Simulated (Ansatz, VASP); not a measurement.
## CdH: VASP beside Ansatz

```
Cd H
1.0
     3.02928    0.00000    0.00000
     0.00000    3.02928    0.00000
     0.00000    0.00000    3.02928
Cd H
1 1
Direct
  0.50000 0.50000 0.50000
  0.00000 0.00000 0.00000
```

Alike in both runs: functional PBE; k mesh 18 × 18 × 18; occupations gaussian, width 0.1 eV; no spin polarisation.

Ansatz relaxed the structure, and its values are those at the end. VASP's run is a single point on that final structure, the one shown.

|  | VASP | Ansatz |
| --- | --- | --- |
| version | VASP 6.6.1 | Ansatz 0.2.0 |
| potentials or method | VASP PAW PBE potentials, release 64 (Cd, H), cutoff 520 eV | scalar-relativistic, plane waves, PAW |
| valence electrons in the cell | 13 | 21 |

```tsv
	VASP	Ansatz	Ansatz less VASP
gap on the k mesh at the Fermi level (eV)	none	none	-
pressure (GPa)	0.2	0.0	-0.23
```

A gap of «none» marks a metal or a gap that the smearing closes. VASP's potentials hold 13 valence electrons a cell and Ansatz's 21, so a difference there can come from the potentials and not from the codes.
